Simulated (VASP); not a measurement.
# Si3Ge (P6/mmm) in VASP: notebook

Si3Ge is run at these levels: PBE; tasks: relaxation of cell and atoms, single point.

Everything below comes from runs of VASP 6.6.1. Logs are shortened: lines on timing, memory, paths and dates and some standing lists are left out, and cuts for length are marked.

### 1 The cell of the first run

Symmetry: P6/mmm, No. 191, hexagonal system. The conventional cell has a = 2.712 Å, b = 2.712 Å, c = 10.186 Å, α = 90.00°, β = 90.00°, γ = 120.00°. Si (site symmetry 6/mmm) has 8 Si at 2.55 to 2.71 Å within 3.4 Å. Within 3.4 Å of Si (site symmetry 6mm) lie 7 Si at 2.55 to 2.71 Å and 1 Ge at 2.55 Å. Within 3.4 Å of Ge (site symmetry 6/mmm) lie 2 Si at 2.55 Å and 6 Ge at 2.71 Å.

### 2 Relaxation of cell and atoms, PBE

File INCAR:

```
PREC = Accurate
ENCUT = 500
EDIFF = 1E-7
ISMEAR = 0
SIGMA = 0.1
LREAL = False
LASPH = True
NELM = 120
ALGO = Normal
ISIF = 3
LWAVE = False
LCHARG = False
GGA = PE
IBRION = 2
NSW = 90
EDIFFG = -0.04
GGA_COMPAT = False
NELMIN = 4
```

File KPOINTS:

```
Automatic mesh
0
Gamma
  6 6 2
```

File POSCAR:

```
Si3Ge
1.0
    2.7118090200      0.0000000000      0.0000000000
   -1.3559045100      2.3484955000      0.0000000000
    0.0000000000      0.0000000000     10.1861852600
Si Ge
3 1
Direct
    0.0000000000      0.0000000000      0.0000000000
    0.0000000000      0.0000000000      0.2500000000
    0.0000000000      0.0000000000      0.7500000000
    0.0000000000      0.0000000000      0.5000000000
```

Potentials or basis: VASP PAW PBE potentials, release 64 (Si, Ge_d).

Launch:

```
$ cat potpaw_PBE.64/Si/POTCAR potpaw_PBE.64/Ge_d/POTCAR > POTCAR
$ mpirun -np 1 vasp_std > vasp.out
```

OUTCAR:

```text
PREC = Accurate
   ENCUT = 500
   EDIFF = 1E-7
   ISMEAR = 0
   LREAL = False
   LASPH = True
   NELM = 120
   ISIF = 3
   GGA = PE
   IBRION = 2
   NSW = 90
   EDIFFG = -0.04
   NELMIN = 4

 ion  position               nearest neighbor table
   1  0.000  0.000  0.000-   2 2.55   3 2.55
   2  0.000  0.000  0.250-   1 2.55   4 2.55
   3  0.000  0.000  0.750-   1 2.55   4 2.55
   4  0.000  0.000  0.500-   2 2.55   3 2.55

  LATTYP: Found a hexagonal cell.
 ALAT       =     2.7118090200
 C/A-ratio  =     3.7562325314

  Lattice vectors:

 A1 = (   2.7118090200,   0.0000000000,   0.0000000000)
 A2 = (  -1.3559045100,   2.3484955000,   0.0000000000)
 A3 = (   0.0000000000,   0.0000000000,  10.1861852600)

Analysis of symmetry for initial positions (statically):
=====================================================================
 Subroutine PRICEL returns:
 Original cell was already a primitive cell.

 Routine SETGRP: Setting up the symmetry group for a
 hexagonal supercell.

 Subroutine GETGRP returns: Found 24 space group operations
 (whereof 24 operations were pure point group operations)
 out of a pool of 24 trial point group operations.

The static configuration has the point symmetry D_6h.

Analysis of symmetry for dynamics (positions and initial velocities):
=====================================================================
 Subroutine PRICEL returns:
 Original cell was already a primitive cell.

 Routine SETGRP: Setting up the symmetry group for a
 hexagonal supercell.

 Subroutine GETGRP returns: Found 24 space group operations
 (whereof 24 operations were pure point group operations)
 out of a pool of 24 trial point group operations.

The dynamic configuration has the point symmetry D_6h.

 Subroutine INISYM returns: Found 24 space group operations
 (whereof 24 operations are pure point group operations),
 and found     1 'primitive' translations

----------------------------------------------------------------------------------------

                                     Primitive cell

  volume of cell :      64.8725

  direct lattice vectors                    reciprocal lattice vectors
     2.711809020  0.000000000  0.000000000     0.368757531  0.212902260  0.000000000
    -1.355904510  2.348495500  0.000000000     0.000000000  0.425804520  0.000000000
     0.000000000  0.000000000 10.186185260     0.000000000  0.000000000  0.098172179

  length of vectors
     2.711809020  2.711809019 10.186185260     0.425804520  0.425804520  0.098172179

  position of ions in fractional coordinates (direct lattice)
     0.000000000  0.000000000  0.000000000
     0.000000000  0.000000000  0.250000000
     0.000000000  0.000000000  0.750000000
     0.000000000  0.000000000  0.500000000

  ion indices of the primitive-cell ions
   primitive index   ion index
                 1           1
                 2           2
                 3           3
                 4           4

----------------------------------------------------------------------------------------

 KPOINTS: Automatic mesh

Automatic generation of k-mesh.
 Grid dimensions read from file:
 generate k-points for:    6    6    2

 Generating k-lattice:

  Cartesian coordinates                     Fractional coordinates (reciprocal lattice)
     0.061459589  0.035483710  0.000000000     0.166666667 -0.000000000  0.000000000
     0.000000000  0.070967420  0.000000000     0.000000000  0.166666667  0.000000000
     0.000000000  0.000000000  0.049086089     0.000000000  0.000000000  0.500000000

  Length of vectors
     0.070967420  0.070967420  0.049086089

  Shift w.r.t. Gamma in fractional coordinates (k-lattice)
     0.000000000  0.000000000  0.000000000

 Subroutine IBZKPT returns following result:
 ===========================================

 Found     14 irreducible k-points:

 Following reciprocal coordinates:
            Coordinates               Weight
  0.000000  0.000000  0.000000      1.000000
  0.166667 -0.000000  0.000000      6.000000
  0.333333 -0.000000  0.000000      6.000000
  0.500000  0.000000  0.000000      3.000000
  0.166667  0.166667  0.000000      6.000000
  0.333333  0.166667  0.000000     12.000000
  0.333333  0.333333  0.000000      2.000000
  0.000000  0.000000  0.500000      1.000000
  0.166667 -0.000000  0.500000      6.000000
  0.333333 -0.000000  0.500000      6.000000
  0.500000  0.000000  0.500000      3.000000
  0.166667  0.166667  0.500000      6.000000
  0.333333  0.166667  0.500000     12.000000
  0.333333  0.333333  0.500000      2.000000
   k-points           NKPTS =     14   k-points in BZ     NKDIM =     14   number of bands    NBANDS=     17
   number of dos      NEDOS =    301   number of ions     NIONS =      4
   total plane-waves  NPLWV =  32000
   dimension x,y,z NGX =    20 NGY =   20 NGZ =   80
   dimension x,y,z NGXF=    40 NGYF=   40 NGZF=  160
   ions per type =               3   1
   NGX,Y,Z   is equivalent  to a cutoff of  12.26, 12.26, 13.06 a.u.
   NGXF,Y,Z  is equivalent  to a cutoff of  24.52, 24.52, 26.11 a.u.
 SYSTEM =  unknown system
   PREC   = accura    normal or accurate (medium, high low for compatibility)
   ISTART =      0    job   : 0-new  1-cont  2-samecut
   ICHARG =      2    charge: 1-file 2-atom 10-const
   ISPIN  =      1    spin polarized calculation?
   LNONCOLLINEAR =      F non collinear calculations
   LSORBIT =      F    spin-orbit coupling
   LASPH  =      T    aspherical Exc in radial PAW
   ENCUT  =  500.0 eV  36.75 Ry    6.06 a.u.   4.94  4.94 18.57*2*pi/ulx,y,z
   NELM   =    120;   NELMIN=  4; NELMDL= -5     # of ELM steps
   EDIFF  = 0.1E-06   stopping-criterion for ELM
   LREAL  =      F    real-space projection
   EDIFFG = -.4E-01   stopping-criterion for IOM
   NSW    =     90    number of steps for IOM
   IBRION =      2    ionic relax: 0-MD 1-quasi-New 2-CG
   NFREE  =      1    steps in history (QN), initial steepest desc. (CG)
   ISIF   =      3    stress and relaxation
   ISYM   =      2    0-nonsym 1-usesym 2-fastsym
   POTIM  = 0.5000    time-step for ionic-motion
   TEBEG  =    0.0;   TEEND  =   0.0 temperature during run
   PSTRESS=    0.0 pullay stress
   NELECT =      26.0000    total number of electrons
   NUPDOWN=      -1.0000    fix difference up-down
   EMIN   =  10.00;   EMAX   =-10.00  energy-range for DOS
   EFERMI =   0.00;   METHOD = LEGACY
   ISMEAR =     0;   SIGMA  =   0.10  broadening in eV -4-tet -1-fermi 0-gaus
   EFERMI_NEDOS =   21; number of points for ismear=-14 and -15
   IALGO  =     38    algorithm
   IMIX   =      4    mixing-type and parameters
     AMIX     =   0.40;   BMIX     =  1.00
     AMIX_MAG =   1.60;   BMIX_MAG =  1.00
  volume/ion in A,a.u.               =      16.22       109.45
  Fermi-wavevector in a.u.,A,eV,Ry     =   1.207014  2.280927 19.822109  1.456884
  Thomas-Fermi vector in A             =   2.342665
   LORBIT       =      0    0 simple, 1 ext, 2 COOP (PROOUT), +10 PAW based schemes
   GGA     = PE    functional components
   LHFCALC =     F    Hartree Fock is set to
   AEXX    =    0.0000 exact exchange contribution
   IVDW    =     0    specifies the selected vdW correction
   LEPSILON=     F    determine dielectric tensor
   LRPA    =     F    only Hartree local field effects (RPA)
 conjugate gradient relaxation of ions
 non-spin polarized calculation
 Gauss-broadening in eV      SIGMA  =   0.10
  energy-cutoff  :      500.00
  volume of cell :       64.87
 maximum number of plane-waves:      1695
 NGX is ok and might be reduce to    20
   NGX =  9   NGY =  9   NGZ = 37

--------------------------------------- Ionic step        1  -------------------------------------------

 number of electron      25.9999989 magnetization

 Free energy of the ion-electron system (eV)
  ---------------------------------------------------
  ext. energy  EPLUGINS =         0.00000000
  ---------------------------------------------------
  free energy    TOTEN  =       -19.10198987 eV

  energy without entropy =      -19.08184512  energy(sigma->0) =      -19.09191750

------------------------ aborting loop because EDIFF is reached ----------------------------------------

  FORCE on cell =-STRESS in cart. coord.  units (eV):
  Direction    XX          YY          ZZ          XY          YZ          ZX
  --------------------------------------------------------------------------------------
  -------------------------------------------------------------------------------------
  Total       -2.0684430     -2.0684430      3.5495467      0.0000000      0.0000000     -0.0000000
  in kB      -51.0850404    -51.0850403     87.6643616      0.0000000      0.0000000     -0.0000000
  external PRESSURE =      -4.8352397 kB  Pullay stress =       0.0000000 kB

 VOLUME and BASIS-vectors are now :
 -----------------------------------------------------------------------------
  energy-cutoff  :      500.00
  volume of cell :       64.87
      direct lattice vectors                 reciprocal lattice vectors
     2.711809020  0.000000000  0.000000000     0.368757531  0.212902260  0.000000000
    -1.355904510  2.348495500  0.000000000     0.000000000  0.425804520  0.000000000
     0.000000000  0.000000000 10.186185260     0.000000000  0.000000000  0.098172179
[... 191 lines left out ...]
 POSITION                                       TOTAL-FORCE (eV/Angst)
 -----------------------------------------------------------------------------------
      0.00000      0.00000     -0.00000         0.000000     -0.000000      0.000000
      2.65912     -0.00000      2.61335        -0.000000      0.000000     -0.121139
     -0.00000     -0.00000      8.11836        -0.000000     -0.000000      0.121139
     -0.00000     -0.00000      5.36586         0.000000     -0.000000      0.000000
 -----------------------------------------------------------------------------------
    total drift:                               -0.000000      0.000000     -0.000000

  FREE ENERGIE OF THE ION-ELECTRON SYSTEM (eV)
  ---------------------------------------------------
  free  energy   TOTEN  =       -19.3313032665 eV

  energy  without entropy=      -19.3200893126  energy(sigma->0) =      -19.32569629

--------------------------------------- Ionic step        7  -------------------------------------------

 number of electron      25.9999998 magnetization

 Free energy of the ion-electron system (eV)
  ---------------------------------------------------
  ext. energy  EPLUGINS =         0.00000000
  ---------------------------------------------------
  free energy    TOTEN  =       -19.33541385 eV

  energy without entropy =      -19.32478170  energy(sigma->0) =      -19.33009777

 E-fermi :   8.4122     XC(G=0): -10.9737

 val. band max:        8.3862394970   @ k =   0.1667   0.1667   0.0000
 cond. band min:       8.6685960503   @ k =   0.5000   0.0000   0.5000
 fundamental gap:      0.2823565532
 Fermi energy:         8.4122055452

 k-point     1 :       0.0000    0.0000    0.0000
  band No.  band energies     occupation
      1     -16.3007      2.00000
      2     -16.2881      2.00000
      3     -16.2881      2.00000
      4     -16.1090      2.00000
      5     -16.1090      2.00000
      6      -5.2883      2.00000
[... 9 lines left out ...]
     16      18.7870      0.00000
     17      19.7462      0.00000
[... 280 lines left out ...]
 POSITION                                       TOTAL-FORCE (eV/Angst)
 -----------------------------------------------------------------------------------
      0.00000      0.00000      0.00000         0.000000     -0.000000      0.000000
     -1.32625      2.29712      2.58267        -0.000000     -0.000000      0.024632
     -0.00000     -0.00000      8.10517         0.000000      0.000000     -0.024632
     -0.00000     -0.00000      5.34392         0.000000     -0.000000      0.000000
 -----------------------------------------------------------------------------------
    total drift:                               -0.000000      0.000000     -0.000000

  FREE ENERGIE OF THE ION-ELECTRON SYSTEM (eV)
  ---------------------------------------------------
  free  energy   TOTEN  =       -19.3354138466 eV

  energy  without entropy=      -19.3247817032  energy(sigma->0) =      -19.33009777

 reached required accuracy - stopping structural energy minimisation
```

Wall time 2.6 min (1 thread of Intel Xeon 8259CL, shared host); peak memory 0.18 GiB.

What came out:

```
Free energy                           : -19.3354 eV
Relaxed volume                        : 16.28 Å³/atom
Relaxed cell                          : a = 2.652 Å, b = 2.652 Å, c = 10.688 Å, α = 90.00°, β = 90.00°, γ = 120.00°
Space group after relaxing (to 0.1 Å) : P6/mmm (No. 191)
Energy gained by relaxing             : 58.4 meV/atom
Ionic steps                           : 7
Pressure after relaxing               : -0.1 GPa
Largest force after relaxing          : 0.025 eV/Å
```

Forces in eV/Å, atoms in the order of the input:
```
Si   0.000  0.000  0.000
Si   0.000  0.000  0.025
Si   0.000  0.000 -0.025
Ge   0.000  0.000  0.000
```

Stress tensor (GPa, compression positive):
```
-0.20  0.00  0.00
 0.00 -0.20  0.00
 0.00  0.00  0.15
```

The path:
```
step  energy change (eV)  largest force (eV/Å)  pressure (GPa)  volume (Å³)
   1              0.0000                0.6388           -0.48        64.87
   2             -0.2146                0.3308            0.55        64.32
   3             -0.2169                0.3038            0.69        64.26
   4             -0.2170                0.2938            0.75        64.24
   5             -0.2264                0.2073           -0.15        64.94
   6             -0.2293                0.1211           -1.05        65.72
   7             -0.2334                0.0246           -0.08        65.12
```

Final structure:
```yaml
crystal:
  lattice:
    - [2.65249, 0.00000, 0.00000]
    - [-1.32625, 2.29712, 0.00000]
    - [0.00000, 0.00000, 10.68784]
  atoms:
    - { symbol: Si, position: [0.00000, 0.00000, 0.00000] }
    - { symbol: Si, position: [0.00000, 0.00000, 0.24165] }
    - { symbol: Si, position: [0.00000, 0.00000, 0.75835] }
    - { symbol: Ge, position: [0.00000, 0.00000, 0.50000] }
```

Caveat: the k points lie up to 0.46 Å⁻¹ apart in the final cell; the highest band is partly filled, so the run has too few bands.

### 3 Single point, PBE

This run uses another cell than the first one, of 16.14 Å³/atom.

File INCAR:

```
SYSTEM = Si3Ge
PREC = Accurate ; ENCUT = 500
EDIFF = 1E-6 ; ISMEAR = 0
SIGMA = 0.1 ; LREAL = .False.
LASPH = .True. ; NELM = 120
ALGO = Normal ; ISIF = 2
LWAVE = .False. ; LCHARG = .True.
GGA = PE ; LELF = .True.
LVHAR = .True. ; NBANDS = 21
GGA_COMPAT = .False.
```

File KPOINTS:

```
regular mesh
0
Gamma
  18 18 6
  0 0 0
```

File POSCAR:

```
Si3Ge
1.0
    2.7103620577      0.0000000000      0.0000000000
   -1.3551810288      2.3472423954      0.0000000000
    0.0000000000      0.0000000000     10.1507152904
Si Ge
3 1
Direct
    0.0000000000      0.0000000000      0.0000000000
    0.0000000000      0.0000000000      0.2443051364
    0.0000000000      0.0000000000      0.7556948636
    0.0000000000      0.0000000000      0.5000000000
```

Potentials or basis: VASP PAW PBE potentials, release 64 (Si, Ge_d).

Launch:

```
$ cat potpaw_PBE.64/Si/POTCAR potpaw_PBE.64/Ge_d/POTCAR > POTCAR
$ mpirun -np 1 vasp_std > vasp.out
```

It took 4.8 min on 1 thread of Intel Xeon 8259CL, shared host; peak memory 0.3 GiB.

The run converged. Its results:

- Free energy: -19.4509 eV
- Pressure: -0.1 GPa
- Band gap on the k mesh: zero (bands 13 and 14 overlap by 10.39 eV)

Levels at points of the mesh, in eV from the Fermi level:
```
           k point  band 10  band 11  band 12  band 13  band 14  band 15  band 16  band 17
(0.00, 0.00, 0.00)    -6.70    -1.01    -0.86     7.51     8.08     9.28     9.28    10.36
(0.50, 0.00, 0.00)    -5.16    -5.02    -2.74    -2.44    -2.08     2.07     3.87     3.99
(0.00, 0.00, 0.50)    -4.61    -4.46     2.96     3.58     9.41     9.41     9.84     9.84
(0.50, 0.00, 0.50)    -4.91    -4.35    -3.86    -3.53     0.48     0.85     3.35     4.11
```

### 4 Relaxation of cell and atoms, PBE

This run uses another cell than the first one, of 16.47 Å³/atom.

File INCAR:

```
SYSTEM = Si3Ge
PREC = Accurate
ENCUT = 500
EDIFF = 1E-7
ISMEAR = 0
SIGMA = 0.1
LREAL = .False.
LASPH = .True.
NELM = 120
ALGO = Normal
ISIF = 3
LWAVE = .False.
LCHARG = .False.
GGA = PE
IBRION = 2
NSW = 100
EDIFFG = -0.01
GGA_COMPAT = .False.
NELMIN = 4
```

KPOINTS is that of step 3.

File POSCAR:

```
Si3Ge
1.0
    2.6638622772      0.0000000000      0.0000000000
   -1.3319311386      2.3069724042      0.0000000000
    0.0000000000      0.0000000000     10.7207339499
Si Ge
3 1
Direct
    0.0000000000      0.0000000000      0.0000000000
    0.0000000000      0.0000000000      0.2421998610
    0.0000000000      0.0000000000      0.7578001390
    0.0000000000      0.0000000000      0.5000000000
```

Launch:

```
$ cat potpaw_PBE.64/Si/POTCAR potpaw_PBE.64/Ge_d/POTCAR > POTCAR
$ mpirun -np 1 vasp_std > vasp.out
```

Wall time 29 min (1 thread of Intel Xeon 8259CL, shared host); peak memory 0.3 GiB.

It converged, with:

```yaml
Free_energy: -19.4506 eV
Relaxed_volume: 16.13 Å³/atom
Relaxed_cell: a = 2.710 Å, b = 2.710 Å, c = 10.148 Å, α = 90.00°, β = 90.00°, γ = 120.00°
Space_group_after_relaxing_to_0.1_Å: P6/mmm (No. 191)
Energy_gained_by_relaxing: 38.0 meV/atom
Ionic_steps: 9
Pressure_after_relaxing: 0.0 GPa
```

Step by step:
```csv
step,energy change (eV),largest force (eV/Å),pressure (GPa),volume (Å³)
1,0.0000,0.0861,-1.27,65.88
2,-0.1469,0.1957,0.16,64.54
3,-0.1470,0.1939,0.14,64.55
4,-0.1499,0.1214,-0.09,64.66
5,-0.1513,0.0223,-0.37,64.82
6,-0.1518,0.0072,0.14,64.41
7,-0.1519,0.0003,0.04,64.50
8,-0.1519,0.0005,0.01,64.51
9,-0.1519,0.0004,-0.01,64.53
```

Final structure:
```xyz
4
Lattice="2.7098 0.0000 0.0000 -1.3549 2.3467 0.0000 0.0000 0.0000 10.1484" Properties=species:S:1:pos:R:3 pbc="T T T"
Si    0.0000    0.0000    0.0000
Si    0.0000    0.0000    2.4792
Si    0.0000    0.0000    7.6692
Ge    0.0000    0.0000    5.0742
```

Levels at points of the mesh, in eV from the Fermi level:
```
           k point  band 10  band 11  band 12  band 13  band 14  band 15  band 16  band 17
(0.00, 0.00, 0.00)    -6.71    -1.01    -0.86     7.52     8.08     9.28     9.28    10.36
(0.50, 0.00, 0.00)    -5.17    -5.03    -2.74    -2.43    -2.08     2.07     3.87     3.99
(0.00, 0.00, 0.50)    -4.61    -4.46     2.96     3.58     9.41     9.41     9.84     9.84
(0.50, 0.00, 0.50)    -4.91    -4.35    -3.86    -3.53     0.48     0.85     3.35     4.11
```

Caveat: the highest band is partly filled, so the run has too few bands.

### 5 Summary

| task | cell | k mesh | pressure (GPa) | relaxed volume (Å³/atom) |
| --- | --- | --- | --- | --- |
| relaxation of cell and atoms | relaxed from a = 2.712, b = 2.712, c = 10.186 Å, angles 90.0, 90.0, 120.0°, 4 atoms, atomic positions A | 6 × 6 × 2 | -0.1 | 16.28 |
| single point | a = 2.710, b = 2.710, c = 10.151 Å, angles 90.0, 90.0, 120.0°, 4 atoms, atomic positions B | 18 × 18 × 6 | -0.1 | - |
| relaxation of cell and atoms | relaxed from a = 2.664, b = 2.664, c = 10.721 Å, angles 90.0, 90.0, 120.0°, 4 atoms, atomic positions C | 18 × 18 × 6 | 0.0 | 16.13 |

Alike in all rows: level PBE; potentials or basis VASP PAW PBE potentials, release 64 (Si, Ge_d); no spin polarisation; cutoff (eV) 500; smearing gaussian 0.1 eV.

Caveats: some runs use coarse meshes; the highest band is partly filled, so the run has too few bands (at least some runs).

Absolute energies hang on the potentials; compare differences alone.
